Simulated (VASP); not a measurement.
# BaTiO3 (R3m) in VASP: notebook

The runs below take BaTiO3 through single point, with r2SCAN.

Everything below comes from runs of VASP 6.6.1. Logs are shortened: lines on timing, memory, paths and dates and some standing lists are left out, and cuts for length are marked.

### 1 The cell of the first run

Symmetry: R3m, No. 160, trigonal system. Conventional cell: a = 5.680 Å, b = 5.680 Å, c = 6.994 Å, α = 90.00°, β = 90.00°, γ = 120.00°. Within 3.8 Å of Ba (site symmetry 3m) lie 12 O at 2.80 to 2.90 Å and 8 Ti at 3.25 to 3.74 Å. Within 2.5 Å of Ti (site symmetry 3m) lie 6 O at 1.87 to 2.16 Å. Within 2.5 Å of O (site symmetry m) lie 2 Ti at 1.87 to 2.16 Å.

### 2 Single point, r2SCAN (atom 1 (Ba) moved +0.150 Å towards its neighbour atom 2 (Ti) at 3.403 Å)

Input file POSCAR:

```
BaTiO3
1.0
    2.8400536833      1.6397057586      2.3314328269
   -2.8400536833      1.6397057586      2.3314328269
    0.0000000000     -3.2794115171      2.3314328269
Ba Ti O
1 1 3
Direct
   -0.0186609350     -0.0186609350     -0.0186609350
    0.5162478494      0.5162478494      0.5162478494
    0.4897536543      0.4897536543      0.9801597377
    0.4897536543      0.9801597377      0.4897536543
    0.9801597377      0.4897536543      0.4897536543
```

Input file INCAR.step1:

```
PREC = Accurate
ENCUT = 1480
ISMEAR = 0
SIGMA = 0.05
LREAL = F
LASPH = T
NELM = 120
NBANDS = 28
GGA = PE
ALGO = Normal
EDIFF = 1E-5
LWAVE = T
LCHARG = F
GGA_COMPAT = F
```

Input file INCAR.step2:

```
PREC = Accurate
ENCUT = 1480
EDIFF = 1E-6
ISMEAR = 0
SIGMA = 0.05
LREAL = F
LASPH = T
NELM = 120
ALGO = Normal
ISIF = 2
LWAVE = F
LCHARG = T
METAGGA = R2SCAN
LMIXTAU = T
LELF = T
LVHAR = T
NBANDS = 28
ISTART = 1
GGA_COMPAT = F
```

Input file KPOINTS:

```
regular mesh
0
Gamma
  6 6 6
```

Potentials or basis: VASP PAW PBE potentials, release 64 (Ba_sv, Ti_sv, O_h).

Launch:

```console
> cat potpaw_PBE.64/Ba_sv/POTCAR potpaw_PBE.64/Ti_sv/POTCAR potpaw_PBE.64/O_h/POTCAR > POTCAR
> cp INCAR.step1 INCAR
> mpirun -np 1 vasp_std > vasp.out
> cp INCAR.step2 INCAR
> mpirun -np 1 vasp_std > vasp.out
```

OUTCAR:

```text
PREC = Accurate
   ENCUT = 1480
   EDIFF = 1E-6
   ISMEAR = 0
   LREAL = F
   LASPH = T
   NELM = 120
   ISIF = 2
   METAGGA = R2SCAN
   ISTART = 1

 ion  position               nearest neighbor table
   1  0.981  0.981  0.981-   4 2.80   5 2.80   3 2.80   3 2.84   3 2.84   5 2.84   4 2.84   5 2.84
                             4 2.84   5 2.90   4 2.90   3 2.90   2 3.25   2 3.41   2 3.41   2 3.41
   2  0.516  0.516  0.516-   3 1.87   4 1.87   5 1.87   3 2.16   4 2.16   5 2.16   1 3.25   1 3.41
                             1 3.41   1 3.41   1 3.57   1 3.57   1 3.57   1 3.74
   3  0.490  0.490  0.980-   2 1.87   2 2.16   1 2.80   1 2.84   1 2.84   1 2.90
   4  0.490  0.980  0.490-   2 1.87   2 2.16   1 2.80   1 2.84   1 2.84   1 2.90
   5  0.980  0.490  0.490-   2 1.87   2 2.16   1 2.80   1 2.84   1 2.84   1 2.90

  LATTYP: Found a trigonal (rhomboedric) cell.
 ALAT       =     4.0236946859
 COS(alpha) =     0.0036015225

  Lattice vectors:

 A1 = (   2.8400536833,   1.6397057586,   2.3314328269)
 A2 = (  -2.8400536833,   1.6397057586,   2.3314328269)
 A3 = (   0.0000000000,  -3.2794115171,   2.3314328269)

Analysis of symmetry for initial positions (statically):
=====================================================================
 Subroutine PRICEL returns:
 Original cell was already a primitive cell.

 Routine SETGRP: Setting up the symmetry group for a
 trigonal (rhombohedral) supercell.

 Subroutine GETGRP returns: Found  6 space group operations
 (whereof  6 operations were pure point group operations)
 out of a pool of 12 trial point group operations.

The static configuration has the point symmetry C_3v.

Analysis of symmetry for dynamics (positions and initial velocities):
=====================================================================
 Subroutine PRICEL returns:
 Original cell was already a primitive cell.

 Routine SETGRP: Setting up the symmetry group for a
 trigonal (rhombohedral) supercell.

 Subroutine GETGRP returns: Found  6 space group operations
 (whereof  6 operations were pure point group operations)
 out of a pool of 12 trial point group operations.

The dynamic configuration has the point symmetry C_3v.

 Subroutine INISYM returns: Found  6 space group operations
 (whereof  6 operations are pure point group operations),
 and found     1 'primitive' translations

----------------------------------------------------------------------------------------

                                     Primitive cell

  volume of cell :      65.1428

  direct lattice vectors                    reciprocal lattice vectors
     2.840053683  1.639705759  2.331432827     0.176053010  0.101644253  0.142973595
    -2.840053683  1.639705759  2.331432827    -0.176053010  0.101644253  0.142973595
     0.000000000 -3.279411517  2.331432827     0.000000000 -0.203288506  0.142973595

  length of vectors
     4.023694686  4.023694686  4.023694686     0.248531015  0.248531015  0.248531015

  position of ions in fractional coordinates (direct lattice)
     0.981339065  0.981339065  0.981339065
     0.516247849  0.516247849  0.516247849
     0.489753654  0.489753654  0.980159738
     0.489753654  0.980159738  0.489753654
     0.980159738  0.489753654  0.489753654

  ion indices of the primitive-cell ions
   primitive index   ion index
                 1           1
                 2           2
                 3           3
                 4           4
                 5           5

----------------------------------------------------------------------------------------

 KPOINTS: regular mesh

Automatic generation of k-mesh.
 Grid dimensions read from file:
 generate k-points for:    6    6    6

 Generating k-lattice:

  Cartesian coordinates                     Fractional coordinates (reciprocal lattice)
     0.029342168  0.016940709  0.023828933     0.166666667 -0.000000000 -0.000000000
    -0.029342168  0.016940709  0.023828933    -0.000000000  0.166666667 -0.000000000
     0.000000000 -0.033881418  0.023828933    -0.000000000 -0.000000000  0.166666667

  Length of vectors
     0.041421836  0.041421836  0.041421836

  Shift w.r.t. Gamma in fractional coordinates (k-lattice)
     0.000000000  0.000000000  0.000000000

 Subroutine IBZKPT returns following result:
 ===========================================

 Found     32 irreducible k-points:

 Following reciprocal coordinates:
            Coordinates               Weight
  0.000000  0.000000  0.000000      1.000000
  0.166667 -0.000000 -0.000000      6.000000
  0.333333 -0.000000 -0.000000      6.000000
  0.500000 -0.000000 -0.000000      3.000000
  0.166667  0.166667 -0.000000      6.000000
  0.333333  0.166667 -0.000000     12.000000
[... 16 lines left out ...]
  0.500000  0.500000  0.166667      6.000000
 -0.333333  0.500000  0.166667     12.000000
 [... further k-points ...]
   k-points           NKPTS =     32   k-points in BZ     NKDIM =     32   number of bands    NBANDS=     28
   number of dos      NEDOS =    301   number of ions     NIONS =      5
   total plane-waves  NPLWV = 125000
   dimension x,y,z NGX =    50 NGY =   50 NGZ =   50
   dimension x,y,z NGXF=   100 NGYF=  100 NGZF=  100
   ions per type =               1   1   3
   NGX,Y,Z   is equivalent  to a cutoff of  20.66, 20.66, 20.66 a.u.
   NGXF,Y,Z  is equivalent  to a cutoff of  41.32, 41.32, 41.32 a.u.
 SYSTEM =  unknown system
   PREC   = accura    normal or accurate (medium, high low for compatibility)
   ISTART =      1    job   : 0-new  1-cont  2-samecut
   ICHARG =      0    charge: 1-file 2-atom 10-const
   ISPIN  =      1    spin polarized calculation?
   LNONCOLLINEAR =      F non collinear calculations
   LSORBIT =      F    spin-orbit coupling
   LASPH  =      T    aspherical Exc in radial PAW
   ENCUT  = 1480.0 eV 108.78 Ry   10.43 a.u.  12.62 12.62 12.62*2*pi/ulx,y,z
   NELM   =    120;   NELMIN=  2; NELMDL=  0     # of ELM steps
   EDIFF  = 0.1E-05   stopping-criterion for ELM
   LREAL  =      F    real-space projection
   EDIFFG = 0.1E-04   stopping-criterion for IOM
   NSW    =      0    number of steps for IOM
   IBRION =     -1    ionic relax: 0-MD 1-quasi-New 2-CG
   NFREE  =      0    steps in history (QN), initial steepest desc. (CG)
   ISIF   =      2    stress and relaxation
   ISYM   =      2    0-nonsym 1-usesym 2-fastsym
   POTIM  = 0.5000    time-step for ionic-motion
   TEBEG  =    0.0;   TEEND  =   0.0 temperature during run
   PSTRESS=    0.0 pullay stress
   NELECT =      40.0000    total number of electrons
   NUPDOWN=      -1.0000    fix difference up-down
   EMIN   =  10.00;   EMAX   =-10.00  energy-range for DOS
   EFERMI =   0.00;   METHOD = LEGACY
   ISMEAR =     0;   SIGMA  =   0.05  broadening in eV -4-tet -1-fermi 0-gaus
   EFERMI_NEDOS =   21; number of points for ismear=-14 and -15
   IALGO  =     38    algorithm
   IMIX   =      4    mixing-type and parameters
     AMIX     =   0.40;   BMIX     =  1.00
     AMIX_MAG =   1.60;   BMIX_MAG =  1.00
  volume/ion in A,a.u.               =      13.03        87.92
  Fermi-wavevector in a.u.,A,eV,Ry     =   1.391466  2.629490 26.343298  1.936178
  Thomas-Fermi vector in A             =   2.515302
   LORBIT       =      0    0 simple, 1 ext, 2 COOP (PROOUT), +10 PAW based schemes
   METAGGA = R2SCAN    functional components
   LHFCALC =     F    Hartree Fock is set to
   AEXX    =    0.0000 exact exchange contribution
   IVDW    =     0    specifies the selected vdW correction
   LEPSILON=     F    determine dielectric tensor
   LRPA    =     F    only Hartree local field effects (RPA)
 non-spin polarized calculation
 Gauss-broadening in eV      SIGMA  =   0.05
  energy-cutoff  :     1480.00
  volume of cell :       65.14
 maximum number of plane-waves:      8460
   NGX = 25   NGY = 25   NGZ = 25

 number of electron      40.0000002 magnetization

 Free energy of the ion-electron system (eV)
  ---------------------------------------------------
  ext. energy  EPLUGINS =         0.00000000
  ---------------------------------------------------
  free energy    TOTEN  =       -74.24598235 eV

  energy without entropy =      -74.24598235  energy(sigma->0) =      -74.24598235

 E-fermi :   4.0011     XC(G=0): -11.8070

 val. band max:        3.6796907534   @ k =   0.5000   0.5000   0.5000
 cond. band min:       6.5132712779   @ k =   0.0000   0.0000   0.0000
 fundamental gap:      2.8335805245
 Fermi energy:         4.0010812495

 k-point     1 :       0.0000    0.0000    0.0000
  band No.  band energies     occupation
      1     -54.8192      2.00000
      2     -30.0258      2.00000
      3     -30.0218      2.00000
      4     -30.0218      2.00000
      5     -21.8209      2.00000
      6     -14.0632      2.00000
[... 20 lines left out ...]
     27       9.2849      0.00000
     28      11.8268      0.00000

 k-point     2 :       0.1667   -0.0000   -0.0000
  band No.  band energies     occupation
      1     -54.8190      2.00000
      2     -30.0372      2.00000
      3     -30.0237      2.00000
      4     -30.0214      2.00000
      5     -21.7920      2.00000
      6     -14.0799      2.00000
[... 20 lines left out ...]
     27       9.8166      0.00000
     28      12.4783      0.00000

 k-point     3 :       0.3333   -0.0000   -0.0000
  band No.  band energies     occupation
      1     -54.8185      2.00000
      2     -30.0644      2.00000
      3     -30.0228      2.00000
      4     -30.0204      2.00000
      5     -21.7332      2.00000
      6     -14.1899      2.00000
[... 20 lines left out ...]
     27      11.0674      0.00000
     28      12.6546      0.00000

 k-point     4 :       0.5000   -0.0000   -0.0000
  band No.  band energies     occupation
      1     -54.8182      2.00000
      2     -30.0780      2.00000
      3     -30.0223      2.00000
      4     -30.0199      2.00000
      5     -21.7032      2.00000
      6     -14.2652      2.00000
[... 578 lines left out ...]
     27      11.7462      0.00000
     28      12.8619      0.00000

 k-point    23 :       0.5000    0.5000    0.1667
  band No.  band energies     occupation
      1     -54.8169      2.00000
      2     -30.0752      2.00000
      3     -30.0729      2.00000
      4     -30.0325      2.00000
      5     -21.6128      2.00000
      6     -13.6198      2.00000
[... 20 lines left out ...]
     27      12.7667      0.00000
     28      13.1643      0.00000

 k-point    24 :      -0.3333    0.5000    0.1667
  band No.  band energies     occupation
      1     -54.8172      2.00000
      2     -30.0749      2.00000
      3     -30.0607      2.00000
      4     -30.0330      2.00000
      5     -21.6309      2.00000
      6     -13.7709      2.00000
[... 20 lines left out ...]
     27      12.4223      0.00000
     28      12.9324      0.00000

 [... further k-points ...]
[... 5 lines left out ...]
  --------------------------------------------------------------------------------------
  -------------------------------------------------------------------------------------
  Total        0.7263191      0.7263191      1.0787705     -0.0000000      0.0000000      0.0000000
  in kB       17.8637002     17.8637002     26.5321847     -0.0000000      0.0000000      0.0000000
  external PRESSURE =      20.7531950 kB  Pullay stress =       0.0000000 kB

 VOLUME and BASIS-vectors are now :
 -----------------------------------------------------------------------------
  energy-cutoff  :     1480.00
  volume of cell :       65.14
      direct lattice vectors                 reciprocal lattice vectors
     2.840053683  1.639705759  2.331432827     0.176053010  0.101644253  0.142973595
    -2.840053683  1.639705759  2.331432827    -0.176053010  0.101644253  0.142973595
     0.000000000 -3.279411517  2.331432827     0.000000000 -0.203288506  0.142973595

 POSITION                                       TOTAL-FORCE (eV/Angst)
 -----------------------------------------------------------------------------------
      0.00000      0.00000      6.86378         0.000000      0.000000      0.989604
      0.00000      0.00000      3.61079         0.000000     -0.000000     -0.708280
      0.00000     -1.60824      4.56883         0.000000     -0.043489     -0.093775
     -1.39278      0.80412      4.56883        -0.037663      0.021745     -0.093775
      1.39278      0.80412      4.56883         0.037663      0.021745     -0.093775
 -----------------------------------------------------------------------------------
    total drift:                               -0.000000     -0.000000     -0.000822

  FREE ENERGIE OF THE ION-ELECTRON SYSTEM (eV)
  ---------------------------------------------------
  free  energy   TOTEN  =       -74.2459823541 eV

  energy  without entropy=      -74.2459823541  energy(sigma->0) =      -74.24598235
```

Wall time 10 min (1 thread of Intel Xeon Platinum 8488C (Sapphire Rapids), shared host); peak memory 0.58 GiB.

Results:

```
Free energy            : -74.2460 eV
Pressure               : 2.1 GPa
Largest force          : 0.990 eV/Å
Band gap on the k mesh : 2.83 eV (least direct gap 3.29 eV)
```

Forces on the atoms (eV/Å):
```
Ba   0.000  0.000  0.990
Ti   0.000  0.000 -0.708
O    0.000 -0.043 -0.094
O   -0.038  0.022 -0.094
O    0.038  0.022 -0.094
```

Stress tensor (GPa, compression positive):
```
1.79 0.00 0.00
0.00 1.79 0.00
0.00 0.00 2.65
```

Levels at points of the mesh, in eV from the valence-band top:
```tsv
k point	band 18	band 19	band 20	band 21	band 22	band 23
(0.00, 0.00, 0.00)	-0.55	-0.45	-0.45	2.83	2.83	2.95
(0.50, 0.00, 0.00)	-1.47	-1.01	-0.88	3.02	4.16	4.27
(0.50, 0.50, 0.00)	-0.93	-0.89	-0.09	4.23	4.25	4.59
(0.50, 0.50, 0.50)	-0.01	-0.01	0.00	4.62	4.85	4.85
```

Caveat: the cell differs from its parent crystal (atom 1 (Ba) moved +0.150 Å towards its neighbour atom 2 (Ti) at 3.403 Å); the PAW data sets were made with another functional, which shifts forces and pressure a little; spin-orbit coupling is left out, which moves the levels of the heavy elements. A k mesh can miss the band edges.

[end of part 1 of 2]
